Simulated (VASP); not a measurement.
Set up this calculation in VASP 6.6.1, as the native input.

| Quantity | Value |
| --- | --- |
| Task | single point |
| Functional | PBEsol |
| Potentials or basis | VASP PAW PBE potentials, release 64 (Ga_d, In_d, As) |
| Cutoff | 400 eV |
| k mesh | 6 × 6 × 1 |
| Occupations | fermi-dirac, width 0.05 eV |
| Spin | no spin polarisation |
| Dipole correction | no |
| Further INCAR settings | ALGO = Normal; EDIFF = 1e-06; NBANDS = 66 |

The structure of In5GaAs6 (an interface model) lies in POSCAR:

```
In5GaAs6
1.0
    2.8300000000      2.8300000000      0.0000000000
   -2.8300000000      2.8300000000      0.0000000000
    0.0000000000      0.0000000000     19.1930045796
Ga In As
1 5 6
Direct
    0.0000000000      0.0000000000      0.9917380000
    0.0000000000      0.0000000000      0.3212020000
    0.0000000000      0.0000000000      0.6622590000
    0.5000000000      0.5000000000      0.1508020000
    0.5000000000      0.5000000000      0.4917320000
    0.5000000000      0.5000000000      0.8326660000
    0.5000000000      0.0000000000      0.0649060000
    0.5000000000      0.0000000000      0.4064730000
    0.5000000000      0.0000000000      0.7475060000
    0.0000000000      0.5000000000      0.2359610000
    0.0000000000      0.5000000000      0.5769970000
    0.0000000000      0.5000000000      0.9185720000
```

The input as run:

INCAR

```
ALGO     = Normal         # electronic algorithm
EDIFF    = 1E-6           # SCF threshold, eV
ENCUT    = 400            # plane-wave cutoff, eV
GGA      = PS             # functional
GGA_COMPAT= False        
ISIF     = 2              # what is computed and relaxed
ISMEAR   = -1             # smearing method
LASPH    = True           # aspherical terms in the spheres
LCHARG   = False          # write CHGCAR
LREAL    = False          # projectors in reciprocal space
LWAVE    = False          # write WAVECAR
NBANDS   = 66             # bands
NELM     = 120            # most SCF steps
PREC     = Accurate       # precision mode
SIGMA    = 0.05           # smearing width, eV
```

KPOINTS

```
k-points
0
Gamma
  6 6 1
```

Potentials or basis: VASP PAW PBE potentials, release 64 (Ga_d, In_d, As).

The run is started by

```bash
$ cat potpaw_PBE.64/Ga_d/POTCAR potpaw_PBE.64/In_d/POTCAR potpaw_PBE.64/As/POTCAR > POTCAR
$ mpirun -np 1 vasp_std > vasp.out
```

It gave:

```
Pressure               : 3.9 GPa
Band gap on the k mesh : zero (filled and empty bands touch)
```

Caveat: the PAW data sets were made with another functional, which shifts forces and pressure a little; spin-orbit coupling is left out, which moves the levels of the heavy elements.

It took 6.4 min on 1 thread of Oxide Virtual Turin-like Processor, with other jobs on the host, peak memory 0.37 GiB.
